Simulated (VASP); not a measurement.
# Sn (Im-3m) in VASP: a series of runs

Runs on Sn. Level: PBE. Tasks: relaxation of cell and atoms.

Everything below comes from runs of VASP 6.6.1. Logs are shortened: lines on timing, memory, paths and dates and some standing lists are left out, and cuts for length are marked.

**1. The cell of the first run**

It takes space group Im-3m (No. 229, cubic). Conventional cell: a = 3.014 Å, b = 3.014 Å, c = 3.014 Å, α = 90.00°, β = 90.00°, γ = 90.00°. Sn (site symmetry m-3m) has 14 Sn at 2.61 to 3.01 Å within 3.4 Å.

This isn't the form of Sn at room conditions, which is tetragonal (white tin).

**2. Relaxation of cell and atoms, PBE, target pressure 180 GPa, at which the enthalpy is minimised**

INCAR

```
PREC = Accurate
ENCUT = 600
EDIFF = 1E-7
ISMEAR = -1
SIGMA = 0.08
LREAL = False
LASPH = True
NELM = 60
ALGO = Normal
ISIF = 3
LWAVE = False
LCHARG = False
GGA = PE
IBRION = 2
NSW = 60
EDIFFG = -0.005
PSTRESS = 1800.0
```

KPOINTS

```
Automatic mesh
0
Gamma
  18 18 18
```

POSCAR

```
Sn
1.0
   -1.5069442024      1.5069442024      1.5069442024
    1.5069442024     -1.5069442024      1.5069442024
    1.5069442024      1.5069442024     -1.5069442024
Sn
1
Direct
    0.0000000000      0.0000000000      0.0000000000
```

Potentials or basis: VASP PAW PBE potentials, release 64 (Sn_d).

The run is started by

```console
> cat potpaw_PBE.64/Sn_d/POTCAR > POTCAR
> mpirun -np 1 vasp_std > vasp.out
```

OUTCAR:

```text
PREC = Accurate
   ENCUT = 600
   EDIFF = 1E-7
   ISMEAR = -1
   LREAL = False
   LASPH = True
   NELM = 60
   ISIF = 3
   GGA = PE
   IBRION = 2
   NSW = 60
   EDIFFG = -0.005
   PSTRESS = 1800.0

 ion  position               nearest neighbor table
   1  0.000  0.000  0.000-

  LATTYP: Found a body centered cubic cell.
 ALAT       =     3.0138884048

  Lattice vectors:

 A1 = (  -1.5069442024,   1.5069442024,   1.5069442024)
 A2 = (   1.5069442024,  -1.5069442024,   1.5069442024)
 A3 = (   1.5069442024,   1.5069442024,  -1.5069442024)

Analysis of symmetry for initial positions (statically):
=====================================================================
 Subroutine PRICEL returns:
 Original cell was already a primitive cell.

 Routine SETGRP: Setting up the symmetry group for a
 body centered cubic supercell.

 Subroutine GETGRP returns: Found 48 space group operations
 (whereof 48 operations were pure point group operations)
 out of a pool of 48 trial point group operations.

The static configuration has the point symmetry O_h .

Analysis of symmetry for dynamics (positions and initial velocities):
=====================================================================
 Subroutine PRICEL returns:
 Original cell was already a primitive cell.

 Routine SETGRP: Setting up the symmetry group for a
 body centered cubic supercell.

 Subroutine GETGRP returns: Found 48 space group operations
 (whereof 48 operations were pure point group operations)
 out of a pool of 48 trial point group operations.

The dynamic configuration has the point symmetry O_h .

 Subroutine INISYM returns: Found 48 space group operations
 (whereof 48 operations are pure point group operations),
 and found     1 'primitive' translations

----------------------------------------------------------------------------------------

                                     Primitive cell

  volume of cell :      13.6884

  direct lattice vectors                    reciprocal lattice vectors
    -1.506944202  1.506944202  1.506944202     0.000000000  0.331797288  0.331797288
     1.506944202 -1.506944202  1.506944202     0.331797288  0.000000000  0.331797288
     1.506944202  1.506944202 -1.506944202     0.331797288  0.331797288  0.000000000

  length of vectors
     2.610103923  2.610103923  2.610103923     0.469232225  0.469232225  0.469232225

  position of ions in fractional coordinates (direct lattice)
     0.000000000  0.000000000  0.000000000

  ion indices of the primitive-cell ions
   primitive index   ion index
                 1           1

----------------------------------------------------------------------------------------

 KPOINTS: Automatic mesh

Automatic generation of k-mesh.
 Grid dimensions read from file:
 generate k-points for:   18   18   18

 Generating k-lattice:

  Cartesian coordinates                     Fractional coordinates (reciprocal lattice)
     0.000000000  0.018433183  0.018433183     0.055555556  0.000000000  0.000000000
     0.018433183  0.000000000  0.018433183     0.000000000  0.055555556  0.000000000
     0.018433183  0.018433183  0.000000000     0.000000000  0.000000000  0.055555556

  Length of vectors
     0.026068457  0.026068457  0.026068457

  Shift w.r.t. Gamma in fractional coordinates (k-lattice)
     0.000000000  0.000000000  0.000000000

 Subroutine IBZKPT returns following result:
 ===========================================

 Found    195 irreducible k-points:

 Following reciprocal coordinates:
            Coordinates               Weight
  0.000000  0.000000  0.000000      1.000000
  0.055556  0.000000  0.000000     12.000000
  0.111111  0.000000  0.000000     12.000000
  0.166667  0.000000  0.000000     12.000000
  0.222222  0.000000  0.000000     12.000000
  0.277778  0.000000  0.000000     12.000000
[... 16 lines left out ...]
  0.333333  0.111111 -0.000000     48.000000
  0.388889  0.111111 -0.000000     48.000000
 [... further k-points ...]
   k-points           NKPTS =    195   k-points in BZ     NKDIM =    195   number of bands    NBANDS=     11
   number of dos      NEDOS =    301   number of ions     NIONS =      1
   total plane-waves  NPLWV =  13824
   dimension x,y,z NGX =    24 NGY =   24 NGZ =   24
   dimension x,y,z NGXF=    48 NGYF=   48 NGZF=   48
   ions per type =               1
   NGX,Y,Z   is equivalent  to a cutoff of  15.29, 15.29, 15.29 a.u.
   NGXF,Y,Z  is equivalent  to a cutoff of  30.57, 30.57, 30.57 a.u.
 SYSTEM =  unknown system
   PREC   = accura    normal or accurate (medium, high low for compatibility)
   ISTART =      0    job   : 0-new  1-cont  2-samecut
   ICHARG =      2    charge: 1-file 2-atom 10-const
   ISPIN  =      1    spin polarized calculation?
   LNONCOLLINEAR =      F non collinear calculations
   LSORBIT =      F    spin-orbit coupling
   LASPH  =      T    aspherical Exc in radial PAW
   ENCUT  =  600.0 eV  44.10 Ry    6.64 a.u.   5.21  5.21  5.21*2*pi/ulx,y,z
   NELM   =     60;   NELMIN=  2; NELMDL= -5     # of ELM steps
   EDIFF  = 0.1E-06   stopping-criterion for ELM
   LREAL  =      F    real-space projection
   EDIFFG = -.5E-02   stopping-criterion for IOM
   NSW    =     60    number of steps for IOM
   IBRION =      2    ionic relax: 0-MD 1-quasi-New 2-CG
   NFREE  =      1    steps in history (QN), initial steepest desc. (CG)
   ISIF   =      3    stress and relaxation
   ISYM   =      2    0-nonsym 1-usesym 2-fastsym
   POTIM  = 0.5000    time-step for ionic-motion
   TEBEG  =    0.0;   TEEND  =   0.0 temperature during run
   PSTRESS= 1800.0 pullay stress
   NELECT =      14.0000    total number of electrons
   NUPDOWN=      -1.0000    fix difference up-down
   EMIN   =  10.00;   EMAX   =-10.00  energy-range for DOS
   EFERMI =   0.00;   METHOD = LEGACY
   ISMEAR =    -1;   SIGMA  =   0.08  broadening in eV -4-tet -1-fermi 0-gaus
   EFERMI_NEDOS =   21; number of points for ismear=-14 and -15
   IALGO  =     38    algorithm
   IMIX   =      4    mixing-type and parameters
     AMIX     =   0.40;   BMIX     =  1.00
     AMIX_MAG =   1.60;   BMIX_MAG =  1.00
  volume/ion in A,a.u.               =      13.69        92.37
  Fermi-wavevector in a.u.,A,eV,Ry     =   1.649429  3.116969 37.016236  2.720617
  Thomas-Fermi vector in A             =   2.738550
   LORBIT       =      0    0 simple, 1 ext, 2 COOP (PROOUT), +10 PAW based schemes
   GGA     = PE    functional components
   LHFCALC =     F    Hartree Fock is set to
   AEXX    =    0.0000 exact exchange contribution
   IVDW    =     0    specifies the selected vdW correction
   LEPSILON=     F    determine dielectric tensor
   LRPA    =     F    only Hartree local field effects (RPA)
 conjugate gradient relaxation of ions
 non-spin polarized calculation
  energy-cutoff  :      600.00
  volume of cell :       13.69
 maximum number of plane-waves:       470
 NGX is ok and might be reduce to    24
   NGX = 11   NGY = 11   NGZ = 11

--------------------------------------- Ionic step        1  -------------------------------------------

 number of electron      13.9999999 magnetization

 Free energy of the ion-electron system (eV)
  ---------------------------------------------------
  ext. energy  EPLUGINS =         0.00000000
  ---------------------------------------------------
  free energy    TOTEN  =         0.26045272 eV

  energy without entropy =        0.26766310  energy(sigma->0) =        0.26405791

------------------------ aborting loop because EDIFF is reached ----------------------------------------

  FORCE on cell =-STRESS in cart. coord.  units (eV):
  Direction    XX          YY          ZZ          XY          YZ          ZX
  --------------------------------------------------------------------------------------
  -------------------------------------------------------------------------------------
  Total       15.6773889     15.6773889     15.6773889      0.0000000      0.0000000     -0.0000000
  in kB     1834.9862199   1834.9862199   1834.9862199      0.0000000      0.0000000     -0.0000000
  external PRESSURE =      34.9862199 kB  Pullay stress =    1800.0000000 kB
[... 59 lines left out ...]
  enthalpy is  TOTEN    =        15.6805747972 eV   P V=       16.0533991683

--------------------------------------- Ionic step        3  -------------------------------------------

 number of electron      14.0000000 magnetization

 Free energy of the ion-electron system (eV)
  ---------------------------------------------------
  ext. energy  EPLUGINS =         0.00000000
  ---------------------------------------------------
  free energy    TOTEN  =         0.18143160 eV

  energy without entropy =        0.18866321  energy(sigma->0) =        0.18504741

 E-fermi :  19.8533     XC(G=0): -14.0074

 val. band max:       19.7932611994   @ k =   0.2222   0.2222   0.0000
 cond. band min:      19.8664085858   @ k =   0.2222   0.1667   0.1667
 fundamental gap:      0.0731473864
 Fermi energy:        19.8533268269

 k-point     1 :       0.0000    0.0000    0.0000
  band No.  band energies     occupation
      1      -3.3841      2.00000
      2      -3.3841      2.00000
      3      -3.3841      2.00000
      4      -2.5153      2.00000
      5      -2.5153      2.00000
      6       1.6280      2.00000
      7      32.1484      0.00000
      8      32.1484      0.00000
      9      32.1484      0.00000
     10      36.6139      0.00000
     11      36.6139      0.00000
[... 309 lines left out ...]
 k-point    24 :       0.3889    0.1111   -0.0000
  band No.  band energies     occupation
      1      -3.7148      2.00000
      2      -3.5607      2.00000
      3      -2.5840      2.00000
      4      -2.5459      2.00000
      5      -2.0962      2.00000
      6       9.7223      2.00000
      7      14.2791      2.00000
      8      23.5237      0.00000
      9      26.4278      0.00000
     10      32.4771      0.00000
     11      35.9224      0.00000

 [... further k-points ...]

------------------------ aborting loop because EDIFF is reached ----------------------------------------

  FORCE on cell =-STRESS in cart. coord.  units (eV):
  Direction    XX          YY          ZZ          XY          YZ          ZX
  --------------------------------------------------------------------------------------
  -------------------------------------------------------------------------------------
  Total       15.4519031     15.4519031     15.4519031     -0.0000000      0.0000000     -0.0000000
  in kB     1799.4336384   1799.4336384   1799.4336384     -0.0000000      0.0000000     -0.0000000
  external PRESSURE =      -0.5663616 kB  Pullay stress =    1800.0000000 kB
[... 16 lines left out ...]
  FREE ENERGIE OF THE ION-ELECTRON SYSTEM (eV)
  ---------------------------------------------------
  free  energy   TOTEN  =         0.1814316040 eV

  energy  without entropy=        0.1886632100  energy(sigma->0) =        0.18504741

  enthalpy is  TOTEN    =        15.6381981156 eV   P V=       15.4567665116

 reached required accuracy - stopping structural energy minimisation
```

Run time: 28 s. Hardware: 1 thread of Intel Xeon 6975P-C (Granite Rapids), shared host; peak memory 0.17 GiB.

Results:

- Free energy: 0.1814 eV
- Relaxed volume: 13.76 Å³/atom
- Relaxed cell: a = 2.615 Å, b = 2.615 Å, c = 2.615 Å, α = 109.47°, β = 109.47°, γ = 109.47°
- Space group after relaxing (to 0.1 Å): Im-3m (No. 229)
- Energy change on relaxing (the run minimises the enthalpy): -79.0 meV/atom
- Ionic steps: 3
- Pressure after relaxing: 179.9 GPa
- Band gap on the k mesh: zero (bands 7 and 8 overlap by 17.30 eV)

Step by step:
```csv
step,energy change (eV),largest force (eV/Å),pressure (GPa),volume (Å³)
1,0.0000,0.0000,183.50,13.69
2,-0.6333,0.0000,155.21,14.29
3,-0.0790,0.0000,179.94,13.76
```

Final structure:
```cif
data_structure
_symmetry_space_group_name_H-M 'P 1'
_symmetry_Int_Tables_number 1
_cell_length_a 2.6145
_cell_length_b 2.6145
_cell_length_c 2.6145
_cell_angle_alpha 109.471
_cell_angle_beta 109.471
_cell_angle_gamma 109.471
_cell_volume 13.76
loop_
_atom_site_label
_atom_site_type_symbol
_atom_site_fract_x
_atom_site_fract_y
_atom_site_fract_z
_atom_site_occupancy
Sn1 Sn 0.00000 0.00000 0.00000 1
```

Levels at points of the mesh, in eV from the Fermi level:
| k point | band 4 | band 5 | band 6 | band 7 | band 8 | band 9 | band 10 | band 11 |
| --- | --- | --- | --- | --- | --- | --- | --- | --- |
| (0.00, 0.00, 0.00) | -22.37 | -22.37 | -18.23 | 12.30 | 12.30 | 12.30 | 16.76 | 16.76 |
| (0.50, 0.00, 0.00) | -22.35 | -21.81 | -9.24 | -7.38 | 6.37 | 6.59 | 11.61 | 13.53 |
| (0.50, 0.50, 0.50) | -21.95 | -21.95 | -1.75 | -1.75 | -1.75 | 3.41 | 4.00 | 4.00 |

Caveat: the cell is relaxed towards a set pressure, so the run minimises the enthalpy, not the energy; spin-orbit coupling is left out, which moves the levels of the heavy elements.

**3. Relaxation of cell and atoms, PBE, target pressure 180 GPa, at which the enthalpy is minimised**

This run uses another cell than the first one, of 13.75 Å³/atom.

INCAR

```
ALGO = Normal
EDIFF = 1E-7
EDIFFG = -0.005
ENCUT = 600
GGA = PE
IBRION = 2
ISIF = 3
ISMEAR = -1
LASPH = T
LCHARG = F
LREAL = F
LWAVE = F
NELM = 60
NSW = 32
PREC = Accurate
PSTRESS = 1800.0
SIGMA = 0.08
```

KPOINTS

```
k-points
0
Gamma
  18 18 18
```

POSCAR

```
Sn
1.0
   -1.5092452082      1.5092452082      1.5092452082
    1.5092452082     -1.5092452082      1.5092452082
    1.5092452082      1.5092452082     -1.5092452082
Sn
1
Direct
    0.0000000000      0.0000000000      0.0000000000
```

Potentials or basis: VASP PAW PBE potentials, release 64 (Sn_d).

The run is started by

```console
> cat potpaw_PBE.64/Sn_d/POTCAR > POTCAR
> mpirun -np 1 vasp_std > vasp.out
```

OUTCAR:

```text
EDIFF = 1E-7
   EDIFFG = -0.005
   ENCUT = 600
   GGA = PE
   IBRION = 2
   ISIF = 3
   ISMEAR = -1
   LASPH = T
   LREAL = F
   NELM = 60
   NSW = 32
   PREC = Accurate
   PSTRESS = 1800.0

 ion  position               nearest neighbor table
   1  0.000  0.000  0.000-

  LATTYP: Found a body centered cubic cell.
 ALAT       =     3.0184904164

  Lattice vectors:

 A1 = (  -1.5092452082,   1.5092452082,   1.5092452082)
 A2 = (   1.5092452082,  -1.5092452082,   1.5092452082)
 A3 = (   1.5092452082,   1.5092452082,  -1.5092452082)

Analysis of symmetry for initial positions (statically):
=====================================================================
 Subroutine PRICEL returns:
[... 369 lines left out ...]
 fundamental gap:      0.0731271114
 Fermi energy:        19.8538073794

 k-point     1 :       0.0000    0.0000    0.0000
  band No.  band energies     occupation
      1      -3.3837      2.00000
      2      -3.3837      2.00000
      3      -3.3837      2.00000
      4      -2.5149      2.00000
      5      -2.5149      2.00000
      6       1.6281      2.00000
      7      32.1489      0.00000
      8      32.1489      0.00000
      9      32.1489      0.00000
     10      36.6147      0.00000
     11      36.6147      0.00000
[... 309 lines left out ...]
 k-point    24 :       0.3889    0.1111   -0.0000
  band No.  band energies     occupation
      1      -3.7144      2.00000
      2      -3.5603      2.00000
      3      -2.5835      2.00000
      4      -2.5455      2.00000
      5      -2.0957      2.00000
      6       9.7226      2.00000
      7      14.2795      2.00000
      8      23.5243      0.00000
      9      26.4284      0.00000
     10      32.4777      0.00000
     11      35.9231      0.00000

 [... further k-points ...]

------------------------ aborting loop because EDIFF is reached ----------------------------------------

  FORCE on cell =-STRESS in cart. coord.  units (eV):
  Direction    XX          YY          ZZ          XY          YZ          ZX
  --------------------------------------------------------------------------------------
  -------------------------------------------------------------------------------------
  Total       15.4554342     15.4554342     15.4554342      0.0000000      0.0000000      0.0000000
  in kB     1799.8850592   1799.8850592   1799.8850592      0.0000000      0.0000000      0.0000000
  external PRESSURE =      -0.1149408 kB  Pullay stress =    1800.0000000 kB
[... 20 lines left out ...]
  energy  without entropy=        0.1889926679  energy(sigma->0) =        0.18537692

  enthalpy is  TOTEN    =        15.6381823810 eV   P V=       15.4564212112

 reached required accuracy - stopping structural energy minimisation
```

Run time: 34 s. Hardware: 1 thread of Intel Xeon 6975P-C (Granite Rapids), shared host; peak memory 0.17 GiB.

Results:

```yaml
Free_energy: 0.1818 eV
Relaxed_volume: 13.76 Å³/atom
Relaxed_cell: a = 2.615 Å, b = 2.615 Å, c = 2.615 Å, α = 109.47°, β = 109.47°, γ = 109.47°
Space_group_after_relaxing_to_0.1_Å: Im-3m (No. 229)
Energy_change_on_relaxing_the_run_minimises_the_enthalpy: -7.4 meV/atom
Ionic_steps: 6
Pressure_after_relaxing: 180.0 GPa
Band_gap_on_the_k_mesh: zero (bands 7 and 8 overlap by 17.30 eV)
```

The path:
| step | energy change (eV) | largest force (eV/Å) | pressure (GPa) | volume (Å³) |
| --- | --- | --- | --- | --- |
| 1 | 0.0000 | 0.0000 | 180.29 | 13.75 |
| 2 | -0.0558 | 0.0000 | 177.80 | 13.80 |
| 3 | -0.0061 | 0.0000 | 180.19 | 13.76 |
| 4 | -0.0101 | 0.0000 | 179.82 | 13.76 |
| 5 | -0.0082 | 0.0000 | 179.94 | 13.76 |
| 6 | -0.0074 | 0.0000 | 179.99 | 13.76 |

Final structure:
```
Sn
1.0
    -1.50949    1.50949    1.50949
     1.50949   -1.50949    1.50949
     1.50949    1.50949   -1.50949
Sn
1
Cartesian
  0.0000 0.0000 0.0000
```

Caveat: the cell is relaxed towards a set pressure, so the run minimises the enthalpy, not the energy; spin-orbit coupling is left out, which moves the levels of the heavy elements.

[end of part 1 of 2]

The gap in the log of VASP goes by the Fermi energy; the results here count the filled bands.